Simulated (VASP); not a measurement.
Wanted: the native input for a VASP 6.6.1 run.

| Quantity | Value |
| --- | --- |
| Task | single point |
| Functional | PBE |
| Potentials or basis | VASP PAW PBE potentials, release 64 (Sr_sv, Ti_sv, O) |
| Cutoff | 520 eV |
| k mesh | 7 × 7 × 7 |
| Occupations | fermi-dirac, width 0.05 eV |
| Spin | no spin polarisation |
| Dipole correction | no |
| Further INCAR settings | ALGO = Normal; EDIFF = 1e-06; NBANDS = 28 |

The structure of SrTiO3 lies in POSCAR:

```
SrTiO3
1.0
    3.9831000000      0.0000000000      0.0000000000
    0.0000000000      3.9831000000      0.0000000000
    0.0000000000      0.0000000000      3.9050000000
Sr Ti O
1 1 3
Direct
    0.0000000000      0.0000000000      0.0000000000
    0.5000000000      0.5000000000      0.5000000000
    0.0000000000      0.5000000000      0.5000000000
    0.5000000000      0.0000000000      0.5000000000
    0.5000000000      0.5000000000      0.0000000000
```

This cell differs from its parent crystal: equal xx and yy strain of +2 %.

One way to write it, as run:

INCAR

```
SYSTEM = SrTiO3
PREC = Accurate
ENCUT = 520
EDIFF = 1E-6
ISMEAR = -1
SIGMA = 0.05
LREAL = .False.
LASPH = .True.
NELM = 60
ALGO = Normal
ISIF = 2
LWAVE = .False.
LCHARG = .True.
GGA = PE
LELF = .True.
LVHAR = .True.
NBANDS = 28
```

KPOINTS

```
regular mesh
0
Gamma
  7 7 7
  0 0 0
```

Potentials or basis: VASP PAW PBE potentials, release 64 (Sr_sv, Ti_sv, O).

The run is started by

```sh
$ cat potpaw_PBE.64/Sr_sv/POTCAR potpaw_PBE.64/Ti_sv/POTCAR potpaw_PBE.64/O/POTCAR > POTCAR
$ mpirun -np 1 vasp_std > vasp.out
```

It gave:

The pressure is -1.8 GPa. The band gap on the k mesh is 1.82 eV, indirect (least direct gap 2.13 eV).

Caveat: the cell differs from its parent crystal (equal xx and yy strain of +2 %).

It took 3.3 min on 1 thread of AMD EPYC 7R13 (shared host), peak memory 0.19 GiB.
